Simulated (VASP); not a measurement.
# GaO (P4/mmm) in VASP: a series of runs

The runs below take GaO through single point, relaxation of cell and atoms, with PBE.

Everything below comes from runs of VASP 6.6.1. Logs are shortened: lines on timing, memory, paths and dates and some standing lists are left out, and cuts for length are marked.

## 1. The cell of the first run

It takes space group P4/mmm (No. 123, tetragonal). Conventional cell: a = 2.636 Å, b = 2.636 Å, c = 3.396 Å, α = 90.00°, β = 90.00°, γ = 90.00°. Within 3.4 Å of Ga (site symmetry 4/mmm) lie 8 O at 2.52 Å and 6 Ga at 2.64 to 3.40 Å. O (site symmetry 4/mmm) has 8 Ga at 2.52 Å and 6 O at 2.64 to 3.40 Å within 3.4 Å.

The cell was generated, and may not be a known phase.

## 2. Single point, PBE

Contents of INCAR:

```
SYSTEM = GaO
  PREC = Accurate
  ENCUT = 520
  EDIFF = 1E-7
  ISMEAR = 0
  SIGMA = 0.1
  LREAL = .FALSE.
  LASPH = .TRUE.
  NELM = 60
  ALGO = Normal
  ISIF = 2
  LWAVE = .FALSE.
  LCHARG = .FALSE.
  GGA = PE
  NBANDS = 16
```

Contents of KPOINTS:

```
Automatic mesh
0
G
  6 6 6
  0 0 0
```

Contents of POSCAR:

```
GaO
1.0
    2.6363296600      0.0000000000      0.0000000000
    0.0000000000      2.6363296600      0.0000000000
    0.0000000000      0.0000000000      3.3962865800
Ga O
1 1
Direct
    0.0000000000      0.0000000000      0.0000000000
    0.5000000000      0.5000000000      0.5000000000
```

Potentials or basis: VASP PAW PBE potentials, release 64 (Ga_d, O).

On the command line:

```sh
$ cat potpaw_PBE.64/Ga_d/POTCAR potpaw_PBE.64/O/POTCAR > POTCAR
$ mpirun -np 1 vasp_std > vasp.out
```

OUTCAR:

```text
SYSTEM = GaO
   PREC = Accurate
   ENCUT = 520
   EDIFF = 1E-7
   ISMEAR = 0
   LREAL = .FALSE.
   LASPH = .TRUE.
   NELM = 60
   ISIF = 2
   GGA = PE

 ion  position               nearest neighbor table
   1  0.000  0.000  0.000-
   2  0.500  0.500  0.500-

  LATTYP: Found a simple tetragonal cell.
 ALAT       =     2.6363296600
 C/A-ratio  =     1.2882632364

  Lattice vectors:

 A1 = (   2.6363296600,   0.0000000000,   0.0000000000)
 A2 = (   0.0000000000,   2.6363296600,   0.0000000000)
 A3 = (   0.0000000000,   0.0000000000,   3.3962865800)

Analysis of symmetry for initial positions (statically):
=====================================================================
 Subroutine PRICEL returns:
 Original cell was already a primitive cell.

 Routine SETGRP: Setting up the symmetry group for a
 simple tetragonal supercell.

 Subroutine GETGRP returns: Found 16 space group operations
 (whereof 16 operations were pure point group operations)
 out of a pool of 16 trial point group operations.

The static configuration has the point symmetry D_4h.

Analysis of symmetry for dynamics (positions and initial velocities):
=====================================================================
 Subroutine PRICEL returns:
 Original cell was already a primitive cell.

 Routine SETGRP: Setting up the symmetry group for a
 simple tetragonal supercell.

 Subroutine GETGRP returns: Found 16 space group operations
 (whereof 16 operations were pure point group operations)
 out of a pool of 16 trial point group operations.

The dynamic configuration has the point symmetry D_4h.

 Subroutine INISYM returns: Found 16 space group operations
 (whereof 16 operations are pure point group operations),
 and found     1 'primitive' translations

----------------------------------------------------------------------------------------

                                     Primitive cell

  volume of cell :      23.6050

  direct lattice vectors                    reciprocal lattice vectors
     2.636329660  0.000000000  0.000000000     0.379315233  0.000000000  0.000000000
     0.000000000  2.636329660  0.000000000     0.000000000  0.379315233  0.000000000
     0.000000000  0.000000000  3.396286580     0.000000000  0.000000000  0.294439228

  length of vectors
     2.636329660  2.636329660  3.396286580     0.379315233  0.379315233  0.294439228

  position of ions in fractional coordinates (direct lattice)
[... 73 lines left out ...]
   ISPIN  =      1    spin polarized calculation?
   LNONCOLLINEAR =      F non collinear calculations
   LSORBIT =      F    spin-orbit coupling
   LASPH  =      T    aspherical Exc in radial PAW
   ENCUT  =  520.0 eV  38.22 Ry    6.18 a.u.   4.90  4.90  6.31*2*pi/ulx,y,z
   NELM   =     60;   NELMIN=  2; NELMDL= -5     # of ELM steps
   EDIFF  = 0.1E-06   stopping-criterion for ELM
   LREAL  =      F    real-space projection
   EDIFFG = 0.1E-05   stopping-criterion for IOM
   NSW    =      0    number of steps for IOM
   IBRION =     -1    ionic relax: 0-MD 1-quasi-New 2-CG
   NFREE  =      0    steps in history (QN), initial steepest desc. (CG)
   ISIF   =      2    stress and relaxation
   ISYM   =      2    0-nonsym 1-usesym 2-fastsym
   POTIM  = 0.5000    time-step for ionic-motion
   TEBEG  =    0.0;   TEEND  =   0.0 temperature during run
   PSTRESS=    0.0 pullay stress
   NELECT =      19.0000    total number of electrons
   NUPDOWN=      -1.0000    fix difference up-down
   EMIN   =  10.00;   EMAX   =-10.00  energy-range for DOS
   EFERMI =   0.00;   METHOD = LEGACY
   ISMEAR =     0;   SIGMA  =   0.10  broadening in eV -4-tet -1-fermi 0-gaus
   EFERMI_NEDOS =   21; number of points for ismear=-14 and -15
   IALGO  =     38    algorithm
   IMIX   =      4    mixing-type and parameters
     AMIX     =   0.40;   BMIX     =  1.00
     AMIX_MAG =   1.60;   BMIX_MAG =  1.00
  volume/ion in A,a.u.               =      11.80        79.65
  Fermi-wavevector in a.u.,A,eV,Ry     =   1.522853  2.877776 31.553035  2.319083
  Thomas-Fermi vector in A             =   2.631376
   LORBIT       =      0    0 simple, 1 ext, 2 COOP (PROOUT), +10 PAW based schemes
   GGA     = PE    functional components
   LHFCALC =     F    Hartree Fock is set to
   AEXX    =    0.0000 exact exchange contribution
   IVDW    =     0    specifies the selected vdW correction
   LEPSILON=     F    determine dielectric tensor
   LRPA    =     F    only Hartree local field effects (RPA)
 non-spin polarized calculation
 Gauss-broadening in eV      SIGMA  =   0.10
  energy-cutoff  :      520.00
  volume of cell :       23.60
 maximum number of plane-waves:       646
 NGX is ok and might be reduce to    20
   NGX =  9   NGY =  9   NGZ = 13

 number of electron      18.9999991 magnetization

 Free energy of the ion-electron system (eV)
  ---------------------------------------------------
  ext. energy  EPLUGINS =         0.00000000
  ---------------------------------------------------
  free energy    TOTEN  =        -8.04707437 eV

  energy without entropy =       -8.03962941  energy(sigma->0) =       -8.04335189

 E-fermi :   5.3093     XC(G=0): -11.8645

 val. band max:        5.2949429518   @ k =   0.3333   0.3333   0.5000
 cond. band min:       5.3247718220   @ k =   0.3333   0.1667   0.3333
 fundamental gap:      0.0298288701
 Fermi energy:         5.3092702678

 k-point     1 :       0.0000    0.0000    0.0000
  band No.  band energies     occupation
      1     -13.0524      2.00000
      2      -9.8670      2.00000
      3      -9.6341      2.00000
      4      -9.2782      2.00000
      5      -9.2782      2.00000
      6      -9.2405      2.00000
[... 433 lines left out ...]
      3      -9.4127      2.00000
      4      -9.2688      2.00000
      5      -9.2293      2.00000
      6      -9.2279      2.00000
[... 8 lines left out ...]
     15      24.8202      0.00000
     16      24.9155      0.00000

 [... further k-points ...]
[... 5 lines left out ...]
  --------------------------------------------------------------------------------------
  -------------------------------------------------------------------------------------
  Total        1.9308341      1.9308341     -5.2682737      0.0000000     -0.0000000     -0.0000000
  in kB      131.0544525    131.0544525   -357.5815910      0.0000000     -0.0000000     -0.0000000
  external PRESSURE =     -31.8242287 kB  Pullay stress =       0.0000000 kB

 VOLUME and BASIS-vectors are now :
 -----------------------------------------------------------------------------
  energy-cutoff  :      520.00
  volume of cell :       23.60
      direct lattice vectors                 reciprocal lattice vectors
     2.636329660  0.000000000  0.000000000     0.379315233  0.000000000  0.000000000
     0.000000000  2.636329660  0.000000000     0.000000000  0.379315233  0.000000000
     0.000000000  0.000000000  3.396286580     0.000000000  0.000000000  0.294439228

 POSITION                                       TOTAL-FORCE (eV/Angst)
 -----------------------------------------------------------------------------------
      0.00000      0.00000      0.00000         0.000000      0.000000      0.000000
      1.31816      1.31816      1.69814         0.000000      0.000000      0.000000
 -----------------------------------------------------------------------------------
    total drift:                                0.000000      0.000000      0.000000

  FREE ENERGIE OF THE ION-ELECTRON SYSTEM (eV)
  ---------------------------------------------------
  free  energy   TOTEN  =        -8.0470743672 eV

  energy  without entropy=       -8.0396294108  energy(sigma->0) =       -8.04335189
```

OSZICAR:

```text
N       E                     dE             d eps       ncg     rms          rms(c)
DAV:   1     0.898256322009E+02    0.89826E+02   -0.97958E+03  1440   0.205E+03
DAV:   2    -0.379598993179E+01   -0.93622E+02   -0.88098E+02  1512   0.336E+02
DAV:   3    -0.960011671621E+01   -0.58041E+01   -0.57714E+01  1456   0.693E+01
DAV:   4    -0.965427476635E+01   -0.54158E-01   -0.54154E-01  1536   0.720E+00
DAV:   5    -0.965494498386E+01   -0.67022E-03   -0.67021E-03  1488   0.735E-01    0.725E+00
DAV:   6    -0.834205710270E+01    0.13129E+01   -0.67392E+00  1744   0.281E+01    0.450E+00
DAV:   7    -0.807687802044E+01    0.26518E+00   -0.10718E+00  1608   0.122E+01    0.127E+00
DAV:   8    -0.806048493962E+01    0.16393E-01   -0.18702E-01  1480   0.490E+00    0.640E-01
DAV:   9    -0.804741010203E+01    0.13075E-01   -0.18388E-02  1656   0.229E+00    0.138E-01
DAV:  10    -0.804707605108E+01    0.33405E-03   -0.18148E-03  1632   0.483E-01    0.393E-02
DAV:  11    -0.804708222819E+01   -0.61771E-05   -0.19977E-04  1608   0.154E-01    0.225E-02
DAV:  12    -0.804707428345E+01    0.79447E-05   -0.22228E-05  1496   0.479E-02    0.251E-03
DAV:  13    -0.804707436716E+01   -0.83714E-07   -0.87495E-07  1424   0.991E-03
   1 F= -.80470744E+01 E0= -.80433519E+01  d E =-.744496E-02
```

Wall time 22 s (1 thread of Intel Xeon 8259CL, shared host); peak memory 0.14 GiB.

Results:

| Quantity | Value |
| --- | --- |
| Free energy | -8.0471 eV |
| Pressure | -3.2 GPa |
| Band gap on the k mesh | zero (an odd number of electrons rules out a gap without spin polarisation) |

Stress tensor (GPa, compression positive):
```
 13.11   0.00   0.00
  0.00  13.11   0.00
  0.00   0.00 -35.76
```

Caveat: the k points lie up to 0.40 Å⁻¹ apart, too coarse for converged energies and pressures of a metal; an odd number of electrons without spin polarisation forces a metal; a magnetic or distorted state may lie lower.

## 3. Single point, PBE, collinear spin, ferromagnetic start

Contents of INCAR:

```
SYSTEM = GaO
  PREC = Accurate
  ENCUT = 520
  EDIFF = 1E-6
  ISMEAR = 0
  SIGMA = 0.1
  LREAL = .False.
  LASPH = .True.
  NELM = 150
  ALGO = Normal
  ISIF = 2
  LWAVE = .False.
  LCHARG = .True.
  ISPIN = 2
  MAGMOM = 0 1
  LORBIT = 11
  GGA = PE
  LELF = .True.
  LVHAR = .True.
  NBANDS = 20
```

Contents of KPOINTS:

```
Automatic mesh
0
Gamma
  6 6 6
  0 0 0
```

POSCAR is that of step 2.

Potentials or basis: VASP PAW PBE potentials, release 64 (Ga_d, O).

On the command line:

```sh
$ cat potpaw_PBE.64/Ga_d/POTCAR potpaw_PBE.64/O/POTCAR > POTCAR
$ mpirun -np 1 vasp_std > vasp.out
```

OUTCAR:

```text
SYSTEM = GaO
   PREC = Accurate
   ENCUT = 520
   EDIFF = 1E-6
   ISMEAR = 0
   LREAL = .False.
   LASPH = .True.
   NELM = 150
   ISIF = 2
   ISPIN = 2
   LORBIT = 11
   GGA = PE

 ion  position               nearest neighbor table
   1  0.000  0.000  0.000-
   2  0.500  0.500  0.500-

  LATTYP: Found a simple tetragonal cell.
 ALAT       =     2.6363296600
 C/A-ratio  =     1.2882632364

  Lattice vectors:

 A1 = (   2.6363296600,   0.0000000000,   0.0000000000)
 A2 = (   0.0000000000,   2.6363296600,   0.0000000000)
 A3 = (   0.0000000000,   0.0000000000,   3.3962865800)

Analysis of symmetry for initial positions (statically):
[... 1319 lines left out ...]
 VOLUME and BASIS-vectors are now :
 -----------------------------------------------------------------------------
  energy-cutoff  :      520.00
  volume of cell :       23.60
      direct lattice vectors                 reciprocal lattice vectors
     2.636329660  0.000000000  0.000000000     0.379315233  0.000000000  0.000000000
     0.000000000  2.636329660  0.000000000     0.000000000  0.379315233  0.000000000
     0.000000000  0.000000000  3.396286580     0.000000000  0.000000000  0.294439228

 POSITION                                       TOTAL-FORCE (eV/Angst)
 -----------------------------------------------------------------------------------
      0.00000      0.00000      0.00000         0.000000      0.000000      0.000000
      1.31816      1.31816      1.69814         0.000000      0.000000      0.000000
 -----------------------------------------------------------------------------------
    total drift:                                0.000000      0.000000      0.000000

  FREE ENERGIE OF THE ION-ELECTRON SYSTEM (eV)
  ---------------------------------------------------
  free  energy   TOTEN  =        -8.0470741359 eV

  energy  without entropy=       -8.0396298816  energy(sigma->0) =       -8.04335201

 total charge

# of ion       s       p       d       tot
------------------------------------------
    1        0.930   0.444  10.009  11.384
    2        1.608   3.227   0.000   4.835
--------------------------------------------------
tot          2.538   3.671  10.009  16.219

 magnetization (x)

# of ion       s       p       d       tot
------------------------------------------
    1       -0.000  -0.000  -0.000  -0.000
    2        0.000  -0.000   0.000  -0.000
--------------------------------------------------
tot         -0.000  -0.000  -0.000  -0.000
```

It took 54 s on 1 thread of Intel Xeon 8259CL, shared host; peak memory 0.16 GiB.

What came out:

| Property | Result |
| --- | --- |
| Free energy | -8.0471 eV |
| Pressure | -3.2 GPa |
| Net moment | 0.00 μB per cell |
| Valence electrons inside the program's atomic spheres | Ga 11.38; O 4.83 |

Levels at points of the mesh, in eV from the Fermi level:
Spin up:
| k point | band 7 | band 8 | band 9 | band 10 | band 11 | band 12 | band 13 | band 14 |
| --- | --- | --- | --- | --- | --- | --- | --- | --- |
| (0.00, 0.00, 0.00) | -6.04 | -3.96 | -0.88 | -0.88 | 8.73 | 9.90 | 12.96 | 12.98 |
| (0.50, 0.00, 0.00) | -7.16 | -2.29 | -0.37 | -0.27 | 1.56 | 6.67 | 14.53 | 15.14 |
| (0.50, 0.50, 0.00) | -4.50 | -4.50 | -1.79 | 0.48 | 4.37 | 4.37 | 9.01 | 10.99 |
| (0.00, 0.00, 0.50) | -9.57 | -0.58 | -0.58 | 1.57 | 3.10 | 11.75 | 11.75 | 15.12 |
| (0.50, 0.00, 0.50) | -5.64 | -5.24 | -3.19 | -0.24 | 4.13 | 8.14 | 13.00 | 16.05 |
| (0.50, 0.50, 0.50) | -3.19 | -3.19 | -2.73 | 1.40 | 1.40 | 2.70 | 4.63 | 12.11 |
Spin down:
| k point | band 8 | band 9 | band 10 | band 11 | band 12 | band 13 |
| --- | --- | --- | --- | --- | --- | --- |
| (0.00, 0.00, 0.00) | -3.96 | -0.88 | -0.88 | 8.73 | 9.90 | 12.96 |
| (0.50, 0.00, 0.00) | -2.29 | -0.37 | -0.27 | 1.56 | 6.67 | 14.53 |
| (0.50, 0.50, 0.00) | -4.50 | -1.79 | 0.48 | 4.37 | 4.37 | 9.01 |
| (0.00, 0.00, 0.50) | -0.58 | -0.58 | 1.57 | 3.10 | 11.75 | 11.75 |
| (0.50, 0.00, 0.50) | -5.24 | -3.19 | -0.24 | 4.13 | 8.14 | 13.00 |
| (0.50, 0.50, 0.50) | -3.19 | -2.73 | 1.40 | 1.40 | 2.70 | 4.63 |

Caveat: the k points lie up to 0.40 Å⁻¹ apart.

## 4. Relaxation of cell and atoms, PBE

Contents of INCAR:

```
SYSTEM = GaO
  PREC = Accurate
  ENCUT = 600
  EDIFF = 1E-7
  ISMEAR = 0
  SIGMA = 0.1
  LREAL = .FALSE.
  LASPH = .TRUE.
  NELM = 60
  ALGO = Normal
  ISIF = 3
  LWAVE = .FALSE.
  LCHARG = .FALSE.
  GGA = PE
  IBRION = 2
  NSW = 100
  EDIFFG = -0.01
```

Contents of KPOINTS:

```
Automatic mesh
0
G
  20 20 16
  0 0 0
```

POSCAR is that of step 3.

On the command line:

```sh
$ cat potpaw_PBE.64/Ga_d/POTCAR potpaw_PBE.64/O/POTCAR > POTCAR
$ mpirun -np 1 vasp_std > vasp.out
```

Wall time 18 min (1 thread of Intel Xeon 8259CL, shared host); peak memory 0.37 GiB.

It converged, with:

* Free energy: -8.6425 eV
* Relaxed volume: 11.39 Å³/atom
* Relaxed cell: a = 2.837 Å, b = 2.837 Å, c = 2.831 Å, α = 90.00°, β = 90.00°, γ = 90.00°
* Space group after relaxing (to 0.1 Å): Pm-3m (No. 221)
* Energy gained by relaxing: 291.2 meV/atom
* Ionic steps: 7
* Pressure after relaxing: 0.0 GPa
* Band gap on the k mesh: zero (an odd number of electrons rules out a gap without spin polarisation)

Stress tensor (GPa, compression positive):
```
-0.01  0.00  0.00
 0.00 -0.01  0.00
 0.00  0.00  0.14
```

The path:
```tsv
step	energy change (eV)	largest force (eV/Å)	pressure (GPa)	volume (Å³)
1	0.0000	0.0000	-3.24	23.60
2	-0.5239	0.0000	1.21	22.57
3	-0.5723	0.0000	4.22	22.06
4	-0.5719	0.0000	4.48	22.02
5	-0.5805	0.0000	-1.34	23.06
6	-0.5820	0.0000	0.20	22.76
7	-0.5823	0.0000	0.04	22.79
```

Final structure:
```
Ga O
1.0
     2.83685    0.00000    0.00000
     0.00000    2.83685    0.00000
     0.00000    0.00000    2.83140
Ga O
1 1
Direct
  0.00000 0.00000 0.00000
  0.50000 0.50000 0.50000
```

Levels at points of the mesh, in eV from the Fermi level:
| k point | band 6 | band 7 | band 8 | band 9 | band 10 | band 11 | band 12 | band 13 |
| --- | --- | --- | --- | --- | --- | --- | --- | --- |
| (0.00, 0.00, 0.00) | -14.81 | -5.39 | -2.99 | -2.99 | -2.97 | 9.89 | 9.92 | 11.27 |
| (0.50, 0.00, 0.00) | -14.80 | -8.92 | -2.22 | -2.21 | 0.97 | 1.88 | 10.05 | 10.12 |
| (0.50, 0.50, 0.00) | -14.65 | -6.27 | -6.27 | -2.72 | -2.00 | 5.61 | 5.61 | 11.29 |
| (0.00, 0.00, 0.50) | -14.80 | -8.90 | -2.22 | -2.22 | 0.95 | 1.88 | 10.08 | 10.08 |
| (0.50, 0.00, 0.50) | -14.65 | -6.27 | -6.27 | -2.69 | -2.01 | 5.58 | 5.61 | 11.25 |
| (0.50, 0.50, 0.50) | -14.71 | -4.16 | -4.15 | -4.15 | 1.64 | 1.66 | 1.66 | 1.96 |

Caveat: a cell axis changed by over 15 % at a fixed basis, so the end point is rough; an odd number of electrons without spin polarisation forces a metal; a magnetic or distorted state may lie lower.

## 5. The runs side by side

| task | spin | cell | k mesh | cutoff (eV) | gap on the mesh (eV) | pressure (GPa) |
| --- | --- | --- | --- | --- | --- | --- |
| single point | off | as given | 6 × 6 × 6 | 520 | none | -3.2 |
| single point | collinear, ferromagnetic start | as given | 6 × 6 × 6 | 520 | none | -3.2 |
| relaxation of cell and atoms | off | relaxed | 20 × 20 × 16 | 600 | none | 0.0 |

Alike in all rows: level PBE; potentials or basis VASP PAW PBE potentials, release 64 (Ga_d, O); smearing gaussian 0.1 eV.

Caveats: some runs use coarse meshes; an odd number of electrons without spin polarisation forces a metal (at least some runs); a magnetic or distorted state may lie lower (at least some runs); a cell axis changed by over 15 % at a fixed basis, so the end point is rough (at least some runs).

Absolute energies hang on the potentials; compare differences alone.

The gap in the log of VASP goes by the Fermi energy; the results here count the filled bands.